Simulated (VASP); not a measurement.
Set up this calculation in VASP 6.6.1, as the native input.

```
Task                   : single point
Functional             : PBE
Potentials or basis    : VASP PAW PBE potentials, release 64 (Hf_pv)
Cutoff                 : 520 eV
k mesh                 : 17 × 17 × 17
Occupations            : fermi-dirac, width 0.08 eV
Spin                   : no spin polarisation
Dipole correction      : no
Further INCAR settings : ALGO = Normal; EDIFF = 1e-06; NBANDS = 11
```

The structure of Hf lies in POSCAR:

```
Hf
1.0
   -1.7740411620      1.7740411620      1.7740411620
    1.7740411620     -1.7740411620      1.7740411620
    1.7740411620      1.7740411620     -1.7740411620
Hf
1
Direct
    0.0000000000      0.0000000000      0.0000000000
```

This isn't the form of Hf at room conditions, which is hcp.

These files were run (other wordings do the same):

INCAR

```
  PREC = Accurate
  ENCUT = 520
  EDIFF = 1E-6
  ISMEAR = -1
  SIGMA = 0.08
  LREAL = False
  LASPH = True
  NELM = 80
  ALGO = Normal
  ISIF = 2
  LWAVE = False
  LCHARG = False
  GGA = PE
  NBANDS = 11
```

KPOINTS

```
Automatic mesh
0
Gamma
  17 17 17
```

Potentials or basis: VASP PAW PBE potentials, release 64 (Hf_pv).

Run with:

```console
$ cat potpaw_PBE.64/Hf_pv/POTCAR > POTCAR
$ mpirun -np 1 vasp_std > vasp.out
```

It gave:

```yaml
Pressure: -0.3 GPa
Band_gap_on_the_k_mesh: zero (bands 5 and 6 overlap by 2.24 eV)
```

Caveat: spin-orbit coupling is left out, which moves the levels of the heavy elements.

Wall time 23 s on 1 thread of Intel Xeon 8259CL (shared host), peak memory 0.17 GiB.
